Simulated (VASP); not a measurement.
# TiSi3O8 (Cmmm) in VASP: notebook

Runs on TiSi3O8. Level: r2SCAN. Tasks: single point.

Everything below comes from runs of VASP 6.6.1. Logs are shortened: lines on timing, memory, paths and dates and some standing lists are left out, and cuts for length are marked.

**1. The cell of the first run**

It takes space group Cmmm (No. 65, orthorhombic). The conventional cell has a = 6.011 Å, b = 6.115 Å, c = 5.504 Å, α = 90.00°, β = 90.00°, γ = 90.00°. Within 2.4 Å of Si (site symmetry mm2) lie 6 O at 1.79 to 1.80 Å. Si (site symmetry mmm) has 6 O at 1.76 to 1.87 Å within 2.3 Å. Within 2.5 Å of Ti (site symmetry mmm) lie 6 O at 1.91 to 1.95 Å. O (site symmetry m) has 2 Si at 1.76 to 1.80 Å and 1 Ti at 1.91 Å within 2.3 Å. Within 2.4 Å of O (site symmetry m2m) lie 2 Si at 1.79 Å and 1 Ti at 1.95 Å and 1 O at 2.22 Å. O (site symmetry m2m) has 3 Si at 1.79 to 1.87 Å and 1 O at 2.38 Å within 2.4 Å.

**2. Single point, r2SCAN**

File POSCAR:

```
TiSi3O8
1.0
    3.0057199854     -3.0576756761      0.0000000000
    3.0057199854      3.0576756761      0.0000000000
    0.0000000000      0.0000000000      5.5039104865
Si Ti O
3 1 8
Direct
    0.5000000000      0.5000000000      0.2559215287
    0.5000000000      0.5000000000      0.7440784713
    0.0000000000      0.0000000000      0.5000000000
    0.0000000000      0.0000000000      0.0000000000
    0.2009395755      0.2009395755      0.2679688979
    0.7990604245      0.7990604245      0.2679688979
    0.6815447404      0.3184552596      0.0000000000
    0.3184552596      0.6815447404      0.0000000000
    0.2009395755      0.2009395755      0.7320311021
    0.7990604245      0.7990604245      0.7320311021
    0.6945064631      0.3054935369      0.5000000000
    0.3054935369      0.6945064631      0.5000000000
```

File INCAR.step1:

```
PREC = Accurate
ENCUT = 520
ISMEAR = -1
SIGMA = 0.02
LREAL = False
LASPH = True
NELM = 60
NBANDS = 48
GGA = PE
ALGO = Normal
EDIFF = 1E-4
LWAVE = True
LCHARG = False
```

File INCAR.step2:

```
PREC = Accurate
ENCUT = 520
EDIFF = 1E-6
ISMEAR = -1
SIGMA = 0.02
LREAL = False
LASPH = True
NELM = 60
ALGO = Normal
ISIF = 2
LWAVE = False
LCHARG = False
METAGGA = R2SCAN
LMIXTAU = True
NBANDS = 48
ISTART = 1
```

File KPOINTS:

```
regular mesh
0
Gamma
  6 6 4
```

Potentials or basis: VASP PAW PBE potentials, release 64 (Si, Ti_sv, O).

Started as:

```
$ cat potpaw_PBE.64/Si/POTCAR potpaw_PBE.64/Ti_sv/POTCAR potpaw_PBE.64/O/POTCAR > POTCAR
$ cp INCAR.step1 INCAR
$ mpirun -np 1 vasp_std > vasp.out
$ cp INCAR.step2 INCAR
$ mpirun -np 1 vasp_std > vasp.out
```

OUTCAR:

```text
PREC = Accurate
   ENCUT = 520
   EDIFF = 1E-6
   ISMEAR = -1
   LREAL = False
   LASPH = True
   NELM = 60
   ISIF = 2
   METAGGA = R2SCAN
   ISTART = 1

 ion  position               nearest neighbor table
   1  0.500  0.500  0.256-   7 1.79   8 1.79  11 1.79  12 1.79   5 1.80   6 1.80   2 2.69   2 2.82

   2  0.500  0.500  0.744-   7 1.79   8 1.79  11 1.79  12 1.79   9 1.80  10 1.80   1 2.69   1 2.82

   3  0.000  0.000  0.500-   5 1.76   6 1.76   9 1.76  10 1.76  11 1.87  12 1.87   4 2.75   4 2.75

   4  0.000  0.000  0.000-   5 1.91   6 1.91   9 1.91  10 1.91   7 1.95   8 1.95   3 2.75   3 2.75

   5  0.201  0.201  0.268-   3 1.76   1 1.80   4 1.91
   6  0.799  0.799  0.268-   3 1.76   1 1.80   4 1.91
   7  0.682  0.318  0.000-   1 1.79   2 1.79   4 1.95
   8  0.318  0.682  0.000-   1 1.79   2 1.79   4 1.95
   9  0.201  0.201  0.732-   3 1.76   2 1.80   4 1.91
  10  0.799  0.799  0.732-   3 1.76   2 1.80   4 1.91
  11  0.695  0.305  0.500-   1 1.79   2 1.79   3 1.87
  12  0.305  0.695  0.500-   1 1.79   2 1.79   3 1.87

  LATTYP: Found a base centered orthorhombic cell.
 ALAT       =     6.0114399708
 B/A-ratio  =     1.0172856058
 C/A-ratio  =     0.9155727269

  Lattice vectors:

 A1 = (   3.0057199854,  -3.0576756761,   0.0000000000)
 A2 = (   3.0057199854,   3.0576756761,   0.0000000000)
 A3 = (   0.0000000000,   0.0000000000,   5.5039104865)

Analysis of symmetry for initial positions (statically):
=====================================================================
 Subroutine PRICEL returns:
 Original cell was already a primitive cell.

 Routine SETGRP: Setting up the symmetry group for a
 base centered orthorhombic supercell.

 Subroutine GETGRP returns: Found  8 space group operations
 (whereof  8 operations were pure point group operations)
 out of a pool of  8 trial point group operations.

The static configuration has the point symmetry D_2h.

Analysis of symmetry for dynamics (positions and initial velocities):
=====================================================================
 Subroutine PRICEL returns:
 Original cell was already a primitive cell.

 Routine SETGRP: Setting up the symmetry group for a
 base centered orthorhombic supercell.

 Subroutine GETGRP returns: Found  8 space group operations
 (whereof  8 operations were pure point group operations)
 out of a pool of  8 trial point group operations.

The dynamic configuration has the point symmetry D_2h.

 Subroutine INISYM returns: Found  8 space group operations
 (whereof  8 operations are pure point group operations),
 and found     1 'primitive' translations

----------------------------------------------------------------------------------------

                                     Primitive cell

  volume of cell :     101.1676

  direct lattice vectors                    reciprocal lattice vectors
     3.005719985 -3.057675676  0.000000000     0.166349494 -0.163522902  0.000000000
     3.005719985  3.057675676  0.000000000     0.166349494  0.163522902  0.000000000
     0.000000000  0.000000000  5.503910486     0.000000000  0.000000000  0.181689001

  length of vectors
     4.287625587  4.287625587  5.503910486     0.233263571  0.233263571  0.181689001

  position of ions in fractional coordinates (direct lattice)
     0.500000000  0.500000000  0.255921529
     0.500000000  0.500000000  0.744078471
     0.000000000  0.000000000  0.500000000
     0.000000000  0.000000000  0.000000000
     0.200939576  0.200939576  0.267968898
     0.799060424  0.799060424  0.267968898
     0.681544740  0.318455260  0.000000000
     0.318455260  0.681544740  0.000000000
     0.200939576  0.200939576  0.732031102
     0.799060424  0.799060424  0.732031102
     0.694506463  0.305493537  0.500000000
     0.305493537  0.694506463  0.500000000

  ion indices of the primitive-cell ions
   primitive index   ion index
                 1           1
                 2           2
                 3           3
                 4           4
                 5           5
                 6           6
                 7           7
                 8           8
                 9           9
                10          10
                11          11
                12          12

----------------------------------------------------------------------------------------

 KPOINTS: regular mesh

Automatic generation of k-mesh.
 Grid dimensions read from file:
 generate k-points for:    6    6    4

 Generating k-lattice:

  Cartesian coordinates                     Fractional coordinates (reciprocal lattice)
     0.027724916 -0.027253817  0.000000000     0.166666667  0.000000000  0.000000000
     0.027724916  0.027253817  0.000000000     0.000000000  0.166666667  0.000000000
     0.000000000  0.000000000  0.045422250     0.000000000  0.000000000  0.250000000

  Length of vectors
     0.038877262  0.038877262  0.045422250

  Shift w.r.t. Gamma in fractional coordinates (k-lattice)
     0.000000000  0.000000000  0.000000000

 Subroutine IBZKPT returns following result:
 ===========================================

 Found     39 irreducible k-points:

 Following reciprocal coordinates:
            Coordinates               Weight
  0.000000  0.000000  0.000000      1.000000
  0.166667  0.000000  0.000000      4.000000
  0.333333  0.000000  0.000000      4.000000
  0.500000  0.000000  0.000000      2.000000
  0.166667  0.166667  0.000000      2.000000
  0.333333  0.166667  0.000000      4.000000
[... 16 lines left out ...]
  0.333333  0.333333  0.250000      4.000000
  0.500000  0.333333  0.250000      8.000000
 [... further k-points ...]
   k-points           NKPTS =     39   k-points in BZ     NKDIM =     39   number of bands    NBANDS=     48
   number of dos      NEDOS =    301   number of ions     NIONS =     12
   total plane-waves  NPLWV =  43008
   dimension x,y,z NGX =    32 NGY =   32 NGZ =   42
   dimension x,y,z NGXF=    64 NGYF=   64 NGZF=   84
   ions per type =               3   1   8
   NGX,Y,Z   is equivalent  to a cutoff of  12.41, 12.41, 12.69 a.u.
   NGXF,Y,Z  is equivalent  to a cutoff of  24.81, 24.81, 25.37 a.u.
 SYSTEM =  unknown system
   PREC   = accura    normal or accurate (medium, high low for compatibility)
   ISTART =      1    job   : 0-new  1-cont  2-samecut
   ICHARG =      0    charge: 1-file 2-atom 10-const
   ISPIN  =      1    spin polarized calculation?
   LNONCOLLINEAR =      F non collinear calculations
   LSORBIT =      F    spin-orbit coupling
   LASPH  =      T    aspherical Exc in radial PAW
   ENCUT  =  520.0 eV  38.22 Ry    6.18 a.u.   7.97  7.97 10.23*2*pi/ulx,y,z
   NELM   =     60;   NELMIN=  2; NELMDL=  0     # of ELM steps
   EDIFF  = 0.1E-05   stopping-criterion for ELM
   LREAL  =      F    real-space projection
   EDIFFG = 0.1E-04   stopping-criterion for IOM
   NSW    =      0    number of steps for IOM
   IBRION =     -1    ionic relax: 0-MD 1-quasi-New 2-CG
   NFREE  =      0    steps in history (QN), initial steepest desc. (CG)
   ISIF   =      2    stress and relaxation
   ISYM   =      2    0-nonsym 1-usesym 2-fastsym
   POTIM  = 0.5000    time-step for ionic-motion
   TEBEG  =    0.0;   TEEND  =   0.0 temperature during run
   PSTRESS=    0.0 pullay stress
   NELECT =      72.0000    total number of electrons
   NUPDOWN=      -1.0000    fix difference up-down
   EMIN   =  10.00;   EMAX   =-10.00  energy-range for DOS
   EFERMI =   0.00;   METHOD = LEGACY
   ISMEAR =    -1;   SIGMA  =   0.02  broadening in eV -4-tet -1-fermi 0-gaus
   EFERMI_NEDOS =   21; number of points for ismear=-14 and -15
   IALGO  =     38    algorithm
   IMIX   =      4    mixing-type and parameters
     AMIX     =   0.40;   BMIX     =  1.00
     AMIX_MAG =   1.60;   BMIX_MAG =  1.00
  volume/ion in A,a.u.               =       8.43        56.89
  Fermi-wavevector in a.u.,A,eV,Ry     =   1.461634  2.762087 29.067123  2.136373
  Thomas-Fermi vector in A             =   2.577942
   LORBIT       =      0    0 simple, 1 ext, 2 COOP (PROOUT), +10 PAW based schemes
   METAGGA = R2SCAN    functional components
   LHFCALC =     F    Hartree Fock is set to
   AEXX    =    0.0000 exact exchange contribution
   IVDW    =     0    specifies the selected vdW correction
   LEPSILON=     F    determine dielectric tensor
   LRPA    =     F    only Hartree local field effects (RPA)
 non-spin polarized calculation
  energy-cutoff  :      520.00
  volume of cell :      101.17
 maximum number of plane-waves:      2748
   NGX = 15   NGY = 15   NGZ = 21

 number of electron      72.0000004 magnetization

 Free energy of the ion-electron system (eV)
  ---------------------------------------------------
  ext. energy  EPLUGINS =         0.00000000
  ---------------------------------------------------
  free energy    TOTEN  =      -122.22050206 eV

  energy without entropy =     -122.22050206  energy(sigma->0) =     -122.22050206

 E-fermi :   7.3924     XC(G=0): -12.6825

 val. band max:        6.9025232261   @ k =   0.0000   0.0000   0.0000
 cond. band min:       9.1539294237   @ k =   0.0000   0.0000   0.0000
 fundamental gap:      2.2514061976
 Fermi energy:         7.3924485323

 k-point     1 :       0.0000    0.0000    0.0000
  band No.  band energies     occupation
      1     -52.5412      2.00000
      2     -27.9867      2.00000
      3     -27.8014      2.00000
      4     -27.6628      2.00000
      5     -15.6130      2.00000
      6     -13.4480      2.00000
[... 40 lines left out ...]
     47      18.5496      0.00000
     48      19.6330      0.00000

 k-point     2 :       0.1667    0.0000    0.0000
  band No.  band energies     occupation
      1     -52.5412      2.00000
      2     -27.9864      2.00000
      3     -27.8022      2.00000
      4     -27.6639      2.00000
      5     -15.4808      2.00000
      6     -13.4311      2.00000
[... 1114 lines left out ...]
 k-point    24 :       0.5000    0.3333    0.2500
  band No.  band energies     occupation
      1     -52.5409      2.00000
      2     -27.9860      2.00000
      3     -27.8062      2.00000
      4     -27.6695      2.00000
      5     -14.4048      2.00000
      6     -13.7683      2.00000
[... 40 lines left out ...]
     47      19.0826      0.00000
     48      19.4155      0.00000

 [... further k-points ...]
[... 5 lines left out ...]
  --------------------------------------------------------------------------------------
  -------------------------------------------------------------------------------------
  Total        0.2775796      0.2275353      0.7644693     -0.0000000      0.0000000      0.0000000
  in kB        4.3959910      3.6034458     12.1067996     -0.0000000      0.0000000      0.0000000
  external PRESSURE =       6.7020788 kB  Pullay stress =       0.0000000 kB

 VOLUME and BASIS-vectors are now :
 -----------------------------------------------------------------------------
  energy-cutoff  :      520.00
  volume of cell :      101.17
      direct lattice vectors                 reciprocal lattice vectors
     3.005719985 -3.057675676  0.000000000     0.166349494 -0.163522902  0.000000000
     3.005719985  3.057675676  0.000000000     0.166349494  0.163522902  0.000000000
     0.000000000  0.000000000  5.503910486     0.000000000  0.000000000  0.181689001

 POSITION                                       TOTAL-FORCE (eV/Angst)
 -----------------------------------------------------------------------------------
      3.00572      0.00000      1.40857         0.000000      0.000000     -0.004221
      3.00572      0.00000      4.09534        -0.000000      0.000000      0.004221
      0.00000      0.00000      2.75196         0.000000      0.000000      0.000000
      0.00000      0.00000      0.00000         0.000000      0.000000      0.000000
      1.20794      0.00000      1.47488         0.053396      0.000000      0.035916
      4.80350      0.00000      1.47488        -0.053396      0.000000      0.035916
      3.00572     -1.11021      0.00000         0.000000      0.040671      0.000000
      3.00572      1.11021      0.00000         0.000000     -0.040671      0.000000
      1.20794      0.00000      4.02903         0.053396      0.000000     -0.035916
      4.80350      0.00000      4.02903        -0.053396      0.000000     -0.035916
      3.00572     -1.18948      2.75196         0.000000     -0.022094      0.000000
      3.00572      1.18948      2.75196         0.000000      0.022094     -0.000000
 -----------------------------------------------------------------------------------
    total drift:                                0.000000      0.000000      0.000000

  FREE ENERGIE OF THE ION-ELECTRON SYSTEM (eV)
  ---------------------------------------------------
  free  energy   TOTEN  =      -122.2205020578 eV

  energy  without entropy=     -122.2205020578  energy(sigma->0) =     -122.22050206
```

Run time: 6.8 min. Hardware: 1 thread of Intel Xeon Platinum 8488C (Sapphire Rapids), shared host; peak memory 0.31 GiB.

What came out:

```
Free energy            : -122.2205 eV
Pressure               : 0.7 GPa
Largest force          : 0.064 eV/Å
Band gap on the k mesh : 2.25 eV
```

Forces on the atoms (eV/Å):
```
Si   0.000  0.000 -0.004
Si   0.000  0.000  0.004
Si   0.000  0.000  0.000
Ti   0.000  0.000  0.000
O    0.053  0.000  0.036
O   -0.053  0.000  0.036
O    0.000  0.041  0.000
O    0.000 -0.041  0.000
O    0.053  0.000 -0.036
O   -0.053  0.000 -0.036
O    0.000 -0.022  0.000
O    0.000  0.022  0.000
```

Caveat: the PAW data sets were made with another functional, which shifts forces and pressure a little. A k mesh can miss the band edges.

**3. Single point, r2SCAN**

POSCAR is that of step 2.

File INCAR.step1:

```
ALGO = Normal
EDIFF = 1E-4
ENCUT = 520
GGA = PE
ISMEAR = 0
LASPH = True
LCHARG = False
LREAL = False
LWAVE = True
NBANDS = 48
NELM = 80
PREC = Accurate
SIGMA = 0.01
```

File INCAR.step2:

```
ALGO = Normal
EDIFF = 1E-7
ENCUT = 520
ISIF = 2
ISMEAR = 0
ISTART = 1
LASPH = True
LCHARG = False
LMIXTAU = True
LREAL = False
LWAVE = False
METAGGA = R2SCAN
NBANDS = 48
NELM = 80
PREC = Accurate
SIGMA = 0.01
```

File KPOINTS:

```
k-points
0
Gamma
  6 6 6
```

Potentials or basis: VASP PAW PBE potentials, release 64 (Si, Ti_sv, O).

Started as:

```
$ cat potpaw_PBE.64/Si/POTCAR potpaw_PBE.64/Ti_sv/POTCAR potpaw_PBE.64/O/POTCAR > POTCAR
$ cp INCAR.step1 INCAR
$ mpirun -np 1 vasp_std > vasp.out
$ cp INCAR.step2 INCAR
$ mpirun -np 1 vasp_std > vasp.out
```

It took 9.1 min on 1 thread of Intel Xeon Platinum 8488C (Sapphire Rapids), shared host; peak memory 0.35 GiB.

It converged, with:

| Property | Result |
| --- | --- |
| Free energy | -122.2206 eV |
| Pressure | 0.7 GPa |
| Largest force | 0.064 eV/Å |
| Band gap on the k mesh | 2.25 eV |

Forces in eV/Å, atoms in the order of the input:
```
Si   0.000  0.000 -0.004
Si   0.000  0.000  0.004
Si   0.000  0.000  0.000
Ti   0.000  0.000  0.000
O    0.053  0.000  0.036
O   -0.053  0.000  0.036
O    0.000  0.041  0.000
O    0.000 -0.041  0.000
O    0.053  0.000 -0.036
O   -0.053  0.000 -0.036
O    0.000 -0.022  0.000
O    0.000  0.022  0.000
```

Stress tensor (GPa, compression positive):
```
0.44 0.00 0.00
0.00 0.36 0.00
0.00 0.00 1.21
```

Levels at points of the mesh, in eV from the valence-band top:
```csv
k point,band 33,band 34,band 35,band 36,band 37,band 38,band 39,band 40
"(0.00, 0.00, 0.00)",-1.64,-0.78,-0.70,0.00,2.25,3.38,3.43,5.47
"(0.50, 0.00, 0.00)",-1.72,-1.59,-1.12,-0.88,2.46,3.02,3.05,6.35
"(0.50, 0.50, 0.00)",-1.84,-1.68,-1.37,-1.04,2.29,3.08,3.22,5.38
"(0.00, 0.00, 0.50)",-1.35,-1.19,-1.01,-0.49,2.65,3.30,3.39,5.56
"(0.50, 0.00, 0.50)",-1.50,-1.36,-1.33,-0.91,2.75,3.04,3.18,5.80
"(0.50, 0.50, 0.50)",-1.88,-1.57,-1.51,-1.41,2.82,2.88,3.34,5.52
```

Caveat: the PAW data sets were made with another functional, which shifts forces and pressure a little. A k mesh can miss the band edges.
